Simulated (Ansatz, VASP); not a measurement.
# CsPbCl3 in VASP and in Ansatz

```
CELL_PARAMETERS angstrom
4.99374 0.00000 0.00000
0.00000 4.99374 0.00000
0.00000 0.00000 7.06115
ATOMIC_POSITIONS crystal
Cs 0.00000 0.00000 0.00000
Pb 0.50000 0.50000 0.50000
Cl 0.00000 0.50000 0.50000
Cl 0.50000 0.00000 0.50000
Cl 0.50000 0.50000 0.00000
```

Alike in both runs: task single point; functional PBE; k mesh 6 × 6 × 6; occupations gaussian, width 0.05 eV; no spin polarisation.

|  | VASP | Ansatz |
| --- | --- | --- |
| version | VASP 6.6.1 | Ansatz 0.2.0 |
| potentials or method | VASP PAW PBE potentials, release 64 (Cs_sv, Pb_d, Cl), cutoff 520 eV | scalar-relativistic, plane waves, PAW |
| valence electrons in the cell | 44 | 44 |

```csv
,VASP,Ansatz,Ansatz less VASP
gap on the k mesh at the Fermi level (eV),none,none,-
pressure (GPa),7.8,7.9,+0.05
"traceless stress, the component that is largest in VASP (GPa)",-9.90,-9.89,+0.008
```

A gap of «none» marks a metal or a gap that the smearing closes. With one functional, cell and mesh, what is left measures potentials, basis and numerics.

Spin-orbit coupling is off throughout.
